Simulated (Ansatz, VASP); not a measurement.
SiC in VASP and in Ansatz

The input INCAR:

```
ALGO = Normal ; EDIFF = 1E-6
ENCUT = 520 ; ISIF = 2
ISMEAR = 0 ; LASPH = T
LCHARG = F ; LREAL = Auto
LWAVE = F ; NBANDS = 46
NELM = 100 ; PREC = Accurate
SIGMA = 0.05
```

File KPOINTS:

```
k-points
0
Gamma
  8 8 8
```

Contents of POSCAR:

```
SiC
1.0
   -3.0584217968      0.0000000000      0.0000000000
    0.0000000000      5.2973419431      0.0000000000
    1.5292108984     -2.6486709716    -10.0121483168
Si C
8 8
Direct
    0.0310792682      0.6977459348      0.0621585363
    0.5310792682      0.1977459348      0.0621585363
    0.7810792682      0.1144126015      0.5621585363
    0.2810792682      0.6144126015      0.5621585363
    0.6560497102      0.6560497102      0.3120994204
    0.1560497102      0.1560497102      0.3120994204
    0.9060497102      0.9060497102      0.8120994204
    0.4060497102      0.4060497102      0.8120994204
    0.1250961105      0.7917627772      0.2501922210
    0.6250961105      0.2917627772      0.2501922210
    0.8750961105      0.2084294438      0.7501922210
    0.3750961105      0.7084294438      0.7501922210
    0.2497754111      0.2497754111      0.4995508222
    0.7497754111      0.7497754111      0.4995508222
    0.4997754111      0.4997754111      0.9995508222
    0.9997754111      0.9997754111      0.9995508222
```

Input for Ansatz:

```yaml
crystal:
  lattice:
    - [-3.0584217973, 0.0, 0.0]
    - [0.0, 5.2973419439, 0.0]
    - [1.5292108986, -2.648670972, -10.012148318]
  atoms:
    - { symbol: Si, position: [0.0310792682, 0.6977459349, 0.0621585364] }
    - { symbol: Si, position: [0.5310792682, 0.1977459349, 0.0621585364] }
    - { symbol: Si, position: [0.7810792682, 0.1144126015, 0.5621585364] }
    - { symbol: Si, position: [0.2810792682, 0.6144126015, 0.5621585364] }
    - { symbol: Si, position: [0.6560497102, 0.6560497102, 0.3120994204] }
    - { symbol: Si, position: [0.1560497102, 0.1560497102, 0.3120994204] }
    - { symbol: Si, position: [0.9060497102, 0.9060497102, 0.8120994204] }
    - { symbol: Si, position: [0.4060497102, 0.4060497102, 0.8120994204] }
    - { symbol: C, position: [0.1250961105, 0.7917627771, 0.250192221] }
    - { symbol: C, position: [0.6250961105, 0.2917627771, 0.250192221] }
    - { symbol: C, position: [0.8750961105, 0.2084294438, 0.750192221] }
    - { symbol: C, position: [0.3750961105, 0.7084294438, 0.750192221] }
    - { symbol: C, position: [0.2497754111, 0.2497754111, 0.4995508223] }
    - { symbol: C, position: [0.7497754111, 0.7497754111, 0.4995508223] }
    - { symbol: C, position: [0.4997754111, 0.4997754111, 0.9995508223] }
    - { symbol: C, position: [0.9997754111, 0.9997754111, 0.9995508223] }
basis:
  ecutwfc: 420
kpoints:
  mp_grid: { grid: [8, 8, 8] }
hamiltonian:
  xc: lda
scf:
  occupations: { method: gaussian, width: 0.05 }
output:
  forces: true
  stress: true
  eigenvalues: true
  write_density: true
  write_potential: true
  elf: true
  volumetric_format: npy
```

Alike in both runs: task single point; functional LDA; k mesh 8 × 8 × 8; occupations gaussian, width 0.05 eV; no spin polarisation.

|  | VASP | Ansatz |
| --- | --- | --- |
| version | VASP 6.6.1 | Ansatz 0.2.0 |
| potentials or method | VASP PAW LDA potentials, release 64 (Si, C), cutoff 520 eV | scalar-relativistic, plane waves, PAW |
| valence electrons in the cell | 64 | 64 |

|  | VASP | Ansatz | Ansatz less VASP |
| --- | --- | --- | --- |
| gap on the k mesh at the Fermi level (eV) | 2.17 | 2.18 | +0.010 |
| least direct gap on the mesh (eV) | 2.36 | 2.38 | +0.010 |
| pressure (GPa) | 0.4 | 0.0 | -0.42 |

LDA's correlation is that of Perdew and Zunger in VASP and of Perdew and Wang (1992) in Ansatz.
